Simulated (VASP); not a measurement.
Set up this calculation in VASP 6.6.1, as the native input.

| Item | Value |
| --- | --- |
| Task | relaxation of cell and atoms |
| Functional | LDA |
| Potentials or basis | VASP PAW LDA potentials, release 64 (Fe, O) |
| Cutoff | 600 eV |
| k mesh | 10 × 10 × 10 |
| Occupations | fermi-dirac, width 0.05 eV |
| Spin | collinear spin, ferromagnetic start |
| Starting moments | [3.0, 0.0] μB |
| Dipole correction | no |
| Further INCAR settings | ALGO = Normal; EDIFF = 1e-06; IBRION = 2; EDIFFG = -0.01; NSW = 60; ISIF = 3 |

The structure of FeO lies in POSCAR:

```
FeO
1.0
    2.6124696300      0.0000000000      0.0000000000
    0.0000000000      2.6124696300      0.0000000000
    0.0000000000      0.0000000000      2.6124696300
Fe O
1 1
Direct
    0.0000000000      0.0000000000      0.0000000000
    0.5000000000      0.5000000000      0.5000000000
```

The input as run:

INCAR

```
ALGO = Normal
EDIFF = 1E-6
EDIFFG = -0.01
ENCUT = 600
IBRION = 2
ISIF = 3
ISMEAR = -1
ISPIN = 2
LASPH = True
LCHARG = False
LMAXMIX = 4
LORBIT = 11
LREAL = False
LWAVE = False
MAGMOM = 3 0
NELM = 150
NSW = 60
PREC = Accurate
SIGMA = 0.05
```

KPOINTS

```
k-points
0
Gamma
  10 10 10
```

Potentials or basis: VASP PAW LDA potentials, release 64 (Fe, O).

The run is started by

```console
$ cat potpaw_LDA.64/Fe/POTCAR potpaw_LDA.64/O/POTCAR > POTCAR
$ mpirun -np 1 vasp_std > vasp.out
```

Results of the run:

```json
{
 "Relaxed volume": "8.55 Å³/atom",
 "Relaxed cell": "a = 2.576 Å, b = 2.576 Å, c = 2.576 Å, α = 90.00°, β = 90.00°, γ = 90.00°",
 "Space group after relaxing (to 0.1 Å)": "Pm-3m (No. 221)",
 "Energy gained by relaxing": "10.9 meV/atom",
 "Ionic steps": "3",
 "Pressure after relaxing": "0.0 GPa",
 "Net moment": "3.94 μB per cell",
 "Site moments": "Fe +3.44; O +0.39 μB",
 "Valence electrons inside the program's atomic spheres": "Fe 6.93; O 4.96"
}
```

Caveat: a cell with one magnetic atom can't hold antiferromagnetic order, which such compounds often take.

Run time: 91 s on 1 thread of Intel Xeon 8259CL, with other jobs on the host, peak memory 0.16 GiB.
